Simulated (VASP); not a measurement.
Wanted: the native input for a VASP 6.6.1 run.

| Item | Value |
| --- | --- |
| Task | single point |
| Functional | r2SCAN |
| Potentials or basis | VASP PAW PBE potentials, release 64 (Cd, Ag) |
| Cutoff | 520 eV |
| k mesh | 14 × 14 × 14 |
| Occupations | gaussian, width 0.15 eV |
| Spin | no spin polarisation |
| Dipole correction | no |
| Further INCAR settings | ALGO = Normal; EDIFF = 1e-06; NBANDS = 18 |

CdAg:

```
CELL_PARAMETERS angstrom
3.28005 0.00000 0.00000
0.00000 3.28005 0.00000
0.00000 0.00000 3.28005
ATOMIC_POSITIONS crystal
Cd 0.50000 0.50000 0.50000
Ag 0.00000 0.00000 0.00000
```

This cell differs from its parent crystal: strain -0.015 along x and y, -0.015 along z.

The input as run:

POSCAR

```
CdAg
1.0
    3.2800500000      0.0000000000      0.0000000000
    0.0000000000      3.2800500000      0.0000000000
    0.0000000000      0.0000000000      3.2800500000
Cd Ag
1 1
Direct
    0.5000000000      0.5000000000      0.5000000000
    0.0000000000      0.0000000000      0.0000000000
```

INCAR.step1

```
SYSTEM = CdAg
  PREC = Accurate
  ENCUT = 520
  ISMEAR = 0
  SIGMA = 0.15
  LREAL = .FALSE.
  LASPH = .TRUE.
  NELM = 100
  NBANDS = 18
  GGA = PE
  ALGO = Normal
  EDIFF = 1E-4
  LWAVE = .TRUE.
  LCHARG = .FALSE.
```

INCAR.step2

```
SYSTEM = CdAg
  PREC = Accurate
  ENCUT = 520
  EDIFF = 1E-6
  ISMEAR = 0
  SIGMA = 0.15
  LREAL = .FALSE.
  LASPH = .TRUE.
  NELM = 100
  ALGO = Normal
  ISIF = 2
  LWAVE = .FALSE.
  LCHARG = .FALSE.
  METAGGA = R2SCAN
  LMIXTAU = .TRUE.
  NBANDS = 18
  ISTART = 1
```

KPOINTS

```
Automatic mesh
0
G
  14 14 14
  0 0 0
```

Potentials or basis: VASP PAW PBE potentials, release 64 (Cd, Ag).

Launch:

```sh
$ cat potpaw_PBE.64/Cd/POTCAR potpaw_PBE.64/Ag/POTCAR > POTCAR
$ cp INCAR.step1 INCAR
$ mpirun -np 1 vasp_std > vasp.out
$ cp INCAR.step2 INCAR
$ mpirun -np 1 vasp_std > vasp.out
```

Results of the run:

| Property | Result |
| --- | --- |
| Pressure | 6.6 GPa |

Caveat: the cell differs from its parent crystal (strain -0.015 along x and y, -0.015 along z); the PAW data sets were made with another functional, which shifts forces and pressure a little.

It took 2.9 min on 1 thread of Intel Xeon 8259CL, with other jobs on the host, peak memory 0.21 GiB.
